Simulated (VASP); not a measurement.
Crystal: Mg.

```xyz
1
Lattice="2.1632 -2.4638 0.0000 2.1632 2.4638 0.0000 -1.0838 0.0000 2.2270" Properties=species:S:1:pos:R:3 pbc="T T T"
Mg    1.6213    0.0000    1.1135
```

The cell was built from a structure type or drawn by symmetry, and may not be a known phase.

```yaml
Program: VASP 6.6.1
Task: relaxation of cell and atoms
Functional: PBE
Potentials_or_basis: VASP PAW PBE potentials, release 64 (Mg)
Cutoff: 600 eV
k_mesh: 6 × 6 × 8
Occupations: gaussian, width 0.1 eV
Spin: no spin polarisation
```

At the start: pressure 7.4 GPa; volume 23.74 Å³/atom.

**Question.** How do energy, volume and symmetry change on relaxing?

**Answer.** Over 16 steps the energy falls by 619.6 meV/atom and the volume is 22.99 Å³/atom (-3.2 %); space group C2/m (No. 12, to 0.1 Å) before, Fmmm (No. 69, to 0.1 Å).

Step by step:
```csv
step,energy change (eV),largest force (eV/Å),pressure (GPa),volume (Å³)
1,0.0000,0.0000,7.36,23.74
2,-0.4974,0.0000,-2.99,27.09
3,-0.5045,0.0000,-3.41,27.34
4,-0.5112,0.0000,-4.01,27.84
5,-0.5790,0.0000,-2.48,25.31
6,-0.6010,0.0000,-0.83,23.71
7,-0.5755,0.0000,4.91,20.65
8,-0.6056,0.0000,0.11,23.01
9,-0.6063,0.0000,0.74,22.60
10,-0.6154,0.0000,0.60,22.65
11,-0.6175,0.0000,0.60,22.68
12,-0.6177,0.0000,0.59,22.67
13,-0.6189,0.0000,-0.07,23.08
14,-0.6190,0.0000,-0.17,23.14
15,-0.6193,0.0000,-0.13,23.09
16,-0.6196,0.0000,-0.01,22.99
```

Final structure:
```yaml
crystal:
  lattice:
    - [2.08954, -2.24344, -0.48068]
    - [2.08954, 2.24344, -0.48068]
    - [-1.59150, 0.00000, 2.81780]
  atoms:
    - { symbol: Mg, position: [0.50000, 0.50000, 0.50000] }
```

Caveat: a cell axis changed by over 15 % at a fixed basis, so the end point is rough.
